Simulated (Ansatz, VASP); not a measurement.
## Two plane-wave programs on MoS2

```
S Mo
1.0
     3.14143    0.00000    0.00000
    -1.57072    2.72056    0.00000
     0.00000    0.00000   36.98642
S Mo
8 4
Direct
  0.33333 0.66667 0.20278
  0.33333 0.66667 0.28708
  0.66667 0.33333 0.37282
  0.66667 0.33333 0.45713
  0.33333 0.66667 0.54287
  0.33333 0.66667 0.62718
  0.66667 0.33333 0.71292
  0.66667 0.33333 0.79722
  0.66667 0.33333 0.24493
  0.33333 0.66667 0.41498
  0.66667 0.33333 0.58502
  0.33333 0.66667 0.75507
```

Alike in both runs: task single point; functional PBEsol; k mesh 9 × 9 × 1; occupations gaussian, width 0.05 eV; no spin polarisation.

```csv
,VASP,Ansatz
version,VASP 6.6.1,Ansatz 0.2.0
potentials or method,"VASP PAW PBE potentials, release 64 (S, Mo_sv), cutoff 520 eV","scalar-relativistic, plane waves, PAW"
valence electrons in the cell,104,104
```

|  | VASP | Ansatz | Ansatz less VASP |
| --- | --- | --- | --- |
| gap on the k mesh at the Fermi level (eV) | 1.20 | 1.19 | -0.014 |
| least direct gap on the mesh (eV) | 1.76 | 1.75 | -0.005 |
| rms of the force components (eV/Å) | 0.007 | 0.007 | +0.0001 |

VASP's potentials were made for PBE, not for PBEsol. The functional is the same, so the differences come from potentials, cutoffs and numerics.
